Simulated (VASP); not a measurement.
# CsO (Immm) in VASP: notebook, part 2 of 3

VASP 6.6.1. The steps go on from the part before.

## (3) Single point, LDA (strain -0.0300 x Voigt [0, 1, 0, 0, 0, 0])

File INCAR:

```
PREC = Accurate
ENCUT = 520
EDIFF = 1E-6
ISMEAR = 0
SIGMA = 0.05
LREAL = False
LASPH = True
NELM = 80
ALGO = Normal
ISIF = 2
LWAVE = False
LCHARG = False
NBANDS = 23
```

File KPOINTS:

```
Automatic mesh
0
Gamma
  8 8 8
```

File POSCAR:

```
CsO
1.0
   -2.1610000000      3.1185500000      3.7585000000
    2.1610000000     -3.1185500000      3.7585000000
    2.1610000000      3.1185500000     -3.7585000000
Cs O
2 2
Direct
    0.2500000000      0.2500000000      0.0000000000
    0.7500000000      0.7500000000      0.0000000000
    0.6200000000      0.0000000000      0.6200000000
    0.3800000000      0.0000000000      0.3800000000
```

Potentials or basis: VASP PAW LDA potentials, release 64 (Cs_sv, O).

Launch:

```sh
cat potpaw_LDA.64/Cs_sv/POTCAR potpaw_LDA.64/O/POTCAR > POTCAR
mpirun -np 1 vasp_std > vasp.out
```

OUTCAR:

```text
PREC = Accurate
   ENCUT = 520
   EDIFF = 1E-6
   ISMEAR = 0
   LREAL = False
   LASPH = True
   NELM = 80
   ISIF = 2

 ion  position               nearest neighbor table
   1  0.250  0.250  0.000-
   2  0.750  0.750  0.000-
   3  0.620  0.000  0.620-   4 1.50
   4  0.380  0.000  0.380-   3 1.50

  LATTYP: Found a body centered orthorhombic cell.
 ALAT       =     4.3220000000
 B/A-ratio  =     1.4431050440
 C/A-ratio  =     1.7392410921

  Lattice vectors:

 A1 = (  -2.1610000000,   3.1185500000,   3.7585000000)
 A2 = (   2.1610000000,  -3.1185500000,   3.7585000000)
 A3 = (   2.1610000000,   3.1185500000,  -3.7585000000)

Analysis of symmetry for initial positions (statically):
=====================================================================
 Subroutine PRICEL returns:
 Original cell was already a primitive cell.

 Routine SETGRP: Setting up the symmetry group for a
 body centered orthorhombic supercell.

 Subroutine GETGRP returns: Found  8 space group operations
 (whereof  8 operations were pure point group operations)
 out of a pool of  8 trial point group operations.

The static configuration has the point symmetry D_2h.

Analysis of symmetry for dynamics (positions and initial velocities):
=====================================================================
 Subroutine PRICEL returns:
 Original cell was already a primitive cell.

 Routine SETGRP: Setting up the symmetry group for a
 body centered orthorhombic supercell.

 Subroutine GETGRP returns: Found  8 space group operations
 (whereof  8 operations were pure point group operations)
 out of a pool of  8 trial point group operations.

The dynamic configuration has the point symmetry D_2h.

 Subroutine INISYM returns: Found  8 space group operations
 (whereof  8 operations are pure point group operations),
 and found     1 'primitive' translations

----------------------------------------------------------------------------------------

                                     Primitive cell

  volume of cell :     101.3169

  direct lattice vectors                    reciprocal lattice vectors
    -2.161000000  3.118550000  3.758500000     0.000000000  0.160330923  0.133031795
     2.161000000 -3.118550000  3.758500000     0.231374364  0.000000000  0.133031795
     2.161000000  3.118550000 -3.758500000     0.231374364  0.160330923  0.000000000

  length of vectors
     5.340561520  5.340561520  5.340561520     0.208334978  0.266892403  0.281496183

  position of ions in fractional coordinates (direct lattice)
     0.250000000  0.250000000  0.000000000
     0.750000000  0.750000000  0.000000000
     0.620000000  0.000000000  0.620000000
     0.380000000  0.000000000  0.380000000

  ion indices of the primitive-cell ions
   primitive index   ion index
                 1           1
                 2           2
                 3           3
                 4           4

----------------------------------------------------------------------------------------

 KPOINTS: Automatic mesh

Automatic generation of k-mesh.
 Grid dimensions read from file:
 generate k-points for:    8    8    8

 Generating k-lattice:

  Cartesian coordinates                     Fractional coordinates (reciprocal lattice)
     0.000000000  0.020041365  0.016628974     0.125000000  0.000000000 -0.000000000
     0.028921795  0.000000000  0.016628974     0.000000000  0.125000000 -0.000000000
     0.028921795  0.020041365  0.000000000     0.000000000 -0.000000000  0.125000000

  Length of vectors
     0.026041872  0.033361550  0.035187023

  Shift w.r.t. Gamma in fractional coordinates (k-lattice)
     0.000000000  0.000000000  0.000000000

 Subroutine IBZKPT returns following result:
 ===========================================

 Found     95 irreducible k-points:

 Following reciprocal coordinates:
            Coordinates               Weight
  0.000000  0.000000  0.000000      1.000000
  0.125000  0.000000  0.000000      4.000000
  0.250000  0.000000  0.000000      4.000000
  0.375000  0.000000 -0.000000      4.000000
  0.500000  0.000000  0.000000      2.000000
  0.000000  0.125000  0.000000      4.000000
[... 16 lines left out ...]
  0.125000  0.375000  0.000000      8.000000
  0.250000  0.375000  0.000000      8.000000
 [... further k-points ...]
   k-points           NKPTS =     95   k-points in BZ     NKDIM =     95   number of bands    NBANDS=     23
   number of dos      NEDOS =    301   number of ions     NIONS =      4
   total plane-waves  NPLWV =  64000
   dimension x,y,z NGX =    40 NGY =   40 NGZ =   40
   dimension x,y,z NGXF=    80 NGYF=   80 NGZF=   80
   ions per type =               2   2
   NGX,Y,Z   is equivalent  to a cutoff of  12.45, 12.45, 12.45 a.u.
   NGXF,Y,Z  is equivalent  to a cutoff of  24.90, 24.90, 24.90 a.u.
 SYSTEM =  unknown system
   PREC   = accura    normal or accurate (medium, high low for compatibility)
   ISTART =      0    job   : 0-new  1-cont  2-samecut
   ICHARG =      2    charge: 1-file 2-atom 10-const
   ISPIN  =      1    spin polarized calculation?
   LNONCOLLINEAR =      F non collinear calculations
   LSORBIT =      F    spin-orbit coupling
   LASPH  =      T    aspherical Exc in radial PAW
   ENCUT  =  520.0 eV  38.22 Ry    6.18 a.u.   9.93  9.93  9.93*2*pi/ulx,y,z
   NELM   =     80;   NELMIN=  2; NELMDL= -5     # of ELM steps
   EDIFF  = 0.1E-05   stopping-criterion for ELM
   LREAL  =      F    real-space projection
   EDIFFG = 0.1E-04   stopping-criterion for IOM
   NSW    =      0    number of steps for IOM
   IBRION =     -1    ionic relax: 0-MD 1-quasi-New 2-CG
   NFREE  =      0    steps in history (QN), initial steepest desc. (CG)
   ISIF   =      2    stress and relaxation
   ISYM   =      2    0-nonsym 1-usesym 2-fastsym
   POTIM  = 0.5000    time-step for ionic-motion
   TEBEG  =    0.0;   TEEND  =   0.0 temperature during run
   PSTRESS=    0.0 pullay stress
   NELECT =      30.0000    total number of electrons
   NUPDOWN=      -1.0000    fix difference up-down
   EMIN   =  10.00;   EMAX   =-10.00  energy-range for DOS
   EFERMI =   0.00;   METHOD = LEGACY
   ISMEAR =     0;   SIGMA  =   0.05  broadening in eV -4-tet -1-fermi 0-gaus
   EFERMI_NEDOS =   21; number of points for ismear=-14 and -15
   IALGO  =     38    algorithm
   IMIX   =      4    mixing-type and parameters
     AMIX     =   0.40;   BMIX     =  1.00
     AMIX_MAG =   1.60;   BMIX_MAG =  1.00
  volume/ion in A,a.u.               =      25.33       170.93
  Fermi-wavevector in a.u.,A,eV,Ry     =   1.091159  2.061991 16.199467  1.190627
  Thomas-Fermi vector in A             =   2.227398
   LORBIT       =      0    0 simple, 1 ext, 2 COOP (PROOUT), +10 PAW based schemes
   GGA     = CA    functional components
   LHFCALC =     F    Hartree Fock is set to
   AEXX    =    0.0000 exact exchange contribution
   IVDW    =     0    specifies the selected vdW correction
   LEPSILON=     F    determine dielectric tensor
   LRPA    =     F    only Hartree local field effects (RPA)
 non-spin polarized calculation
 Gauss-broadening in eV      SIGMA  =   0.05
  energy-cutoff  :      520.00
  volume of cell :      101.32
 maximum number of plane-waves:      2750
   NGX = 19   NGY = 19   NGZ = 19

 number of electron      30.0000001 magnetization

 Free energy of the ion-electron system (eV)
  ---------------------------------------------------
  ext. energy  EPLUGINS =         0.00000000
  ---------------------------------------------------
  free energy    TOTEN  =       -17.93038122 eV

  energy without entropy =      -17.93038122  energy(sigma->0) =      -17.93038122

 E-fermi :   2.6793     XC(G=0):  -9.0499

 val. band max:        2.4458585131   @ k =   0.0000   0.0000   0.0000
 cond. band min:       4.0031751200   @ k =   0.1250  -0.1250   0.1250
 fundamental gap:      1.5573166069
 Fermi energy:         2.6793286942

 k-point     1 :       0.0000    0.0000    0.0000
  band No.  band energies     occupation
      1     -19.7642      2.00000
      2     -19.0213      2.00000
      3     -17.6396      2.00000
      4     -11.7167      2.00000
      5      -7.0647      2.00000
      6      -6.7579      2.00000
[... 15 lines left out ...]
     22       8.4673      0.00000
     23       9.4049      0.00000
[... 575 lines left out ...]
      1     -19.2823      2.00000
      2     -19.2404      2.00000
      3     -17.9300      2.00000
      4     -11.7438      2.00000
      5      -7.0735      2.00000
      6      -6.7524      2.00000
[... 15 lines left out ...]
     22       9.1976      0.00000
     23       9.5548      0.00000

 [... further k-points ...]
[... 5 lines left out ...]
  --------------------------------------------------------------------------------------
  -------------------------------------------------------------------------------------
  Total       -1.3470330     -1.2794051     -1.7046938      0.0000000      0.0000000      0.0000000
  in kB      -21.3013340    -20.2318991    -26.9572095      0.0000000      0.0000000      0.0000000
  external PRESSURE =     -22.8301475 kB  Pullay stress =       0.0000000 kB

 VOLUME and BASIS-vectors are now :
 -----------------------------------------------------------------------------
  energy-cutoff  :      520.00
  volume of cell :      101.32
      direct lattice vectors                 reciprocal lattice vectors
    -2.161000000  3.118550000  3.758500000     0.000000000  0.160330923  0.133031795
     2.161000000 -3.118550000  3.758500000     0.231374364  0.000000000  0.133031795
     2.161000000  3.118550000 -3.758500000     0.231374364  0.160330923  0.000000000

 POSITION                                       TOTAL-FORCE (eV/Angst)
 -----------------------------------------------------------------------------------
      0.00000      0.00000      1.87925        -0.000000     -0.000000      0.222468
      0.00000      0.00000      5.63775        -0.000000      0.000000     -0.222468
      0.00000      3.86700      0.00000         0.000000     -0.383560     -0.000000
      0.00000      2.37010      0.00000         0.000000      0.383560     -0.000000
 -----------------------------------------------------------------------------------
    total drift:                               -0.000000     -0.000000      0.000000

  FREE ENERGIE OF THE ION-ELECTRON SYSTEM (eV)
  ---------------------------------------------------
  free  energy   TOTEN  =       -17.9303812227 eV

  energy  without entropy=      -17.9303812227  energy(sigma->0) =      -17.93038122
```

stdout:

```text
POSCAR found type information on POSCAR CsO
 POSCAR found :  2 types and       4 ions
 scaLAPACK will be used
 LDA part: xc-table for (Slater(with rela. corr.)+CA(PZ))
 , standard interpolation
 POSCAR, INCAR and KPOINTS ok, starting setup
 FFT: planning ... GRIDC
 FFT: planning ... GRID_SOFT
 FFT: planning ... GRID
 WAVECAR not read
 entering main loop
```

Wall time 96 s (1 thread of AMD EPYC 9R45 (Zen 5), shared host); peak memory 0.3 GiB.

What came out:

```yaml
Free_energy: -17.9304 eV
Pressure: -2.3 GPa
Largest_force: 0.384 eV/Å
Band_gap_on_the_k_mesh: 1.56 eV (least direct gap 1.66 eV)
```

Forces on the atoms (eV/Å):
```
Cs   0.000  0.000  0.222
Cs   0.000  0.000 -0.222
O    0.000 -0.384  0.000
O    0.000  0.384  0.000
```

Levels at points of the mesh, in eV from the valence-band top:
```csv
k point,band 12,band 13,band 14,band 15,band 16,band 17,band 18,band 19
"(0.00, 0.00, 0.00)",-4.05,-3.94,-0.80,0.00,1.66,2.06,2.74,3.92
"(0.50, 0.00, 0.00)",-3.92,-3.80,-0.57,-0.51,2.35,3.59,3.71,5.14
"(0.00, 0.50, 0.00)",-3.62,-3.48,-0.87,-0.38,2.69,3.32,4.94,5.24
"(0.50, 0.50, 0.00)",-3.69,-3.54,-0.87,-0.79,2.67,2.86,3.23,4.33
"(0.50, 0.50, 0.50)",-4.16,-3.64,-0.71,-0.48,1.74,3.53,3.58,3.92
```

Caveat: the cell differs from its parent crystal (strain -0.0300 x Voigt [0, 1, 0, 0, 0, 0]); spin-orbit coupling is left out, which moves the levels of the heavy elements.

## (4) Single point, LDA (strain +0.0150 x Voigt [0, 1, 0, 0, 0, 0])

File INCAR:

```
PREC = Accurate
ENCUT = 520
EDIFF = 1E-7
ISMEAR = 0
SIGMA = 0.05
LREAL = False
LASPH = True
NELM = 100
ALGO = Normal
ISIF = 2
LWAVE = False
LCHARG = False
NBANDS = 23
```

KPOINTS is that of step 3.

File POSCAR:

```
CsO
1.0
   -2.1610000000      3.2632250000      3.7585000000
    2.1610000000     -3.2632250000      3.7585000000
    2.1610000000      3.2632250000     -3.7585000000
Cs O
2 2
Direct
    0.2500000000      0.2500000000      0.0000000000
    0.7500000000      0.7500000000      0.0000000000
    0.6200000000      0.0000000000      0.6200000000
    0.3800000000      0.0000000000      0.3800000000
```

Launch:

```sh
cat potpaw_LDA.64/Cs_sv/POTCAR potpaw_LDA.64/O/POTCAR > POTCAR
mpirun -np 1 vasp_std > vasp.out
```

It took 1.8 min on 1 thread of AMD EPYC 9R45 (Zen 5), shared host; peak memory 0.3 GiB.

It converged, with:

```
Free energy            : -17.8118 eV
Pressure               : -3.9 GPa
Largest force          : 1.418 eV/Å
Band gap on the k mesh : 1.58 eV (least direct gap 1.71 eV)
```

Forces in eV/Å, atoms in the order of the input:
```
Cs   0.000  0.000  0.242
Cs   0.000  0.000 -0.242
O    0.000 -1.418  0.000
O    0.000  1.418  0.000
```

Stress tensor (GPa, compression positive):
```
-2.77  0.00  0.00
 0.00 -5.98  0.00
 0.00  0.00 -3.03
```

Levels at points of the mesh, in eV from the valence-band top:
| k point | band 11 | band 12 | band 13 | band 14 | band 15 | band 16 | band 17 | band 18 | band 19 | band 20 |
| --- | --- | --- | --- | --- | --- | --- | --- | --- | --- | --- |
| (0.00, 0.00, 0.00) | -4.99 | -3.48 | -3.41 | -0.68 | 0.00 | 1.81 | 1.89 | 3.01 | 4.32 | 5.02 |
| (0.50, 0.00, 0.00) | -4.89 | -3.41 | -3.26 | -0.50 | -0.44 | 2.37 | 3.41 | 3.83 | 4.98 | 5.54 |
| (0.00, 0.50, 0.00) | -4.85 | -3.09 | -2.96 | -0.75 | -0.39 | 2.82 | 2.88 | 4.91 | 5.41 | 5.41 |
| (0.50, 0.50, 0.00) | -4.89 | -3.17 | -3.00 | -0.79 | -0.69 | 2.54 | 3.01 | 3.21 | 4.48 | 5.03 |
| (0.50, 0.50, 0.50) | -4.87 | -3.61 | -3.12 | -0.60 | -0.41 | 2.10 | 2.94 | 3.79 | 3.97 | 4.93 |

Caveat: the cell differs from its parent crystal (strain +0.0150 x Voigt [0, 1, 0, 0, 0, 0]); the cell stands under tension; spin-orbit coupling is left out, which moves the levels of the heavy elements; forces of over 1 eV/Å act on the atoms, so gaps and moduli don't describe the material at rest.

[end of part 2 of 3]
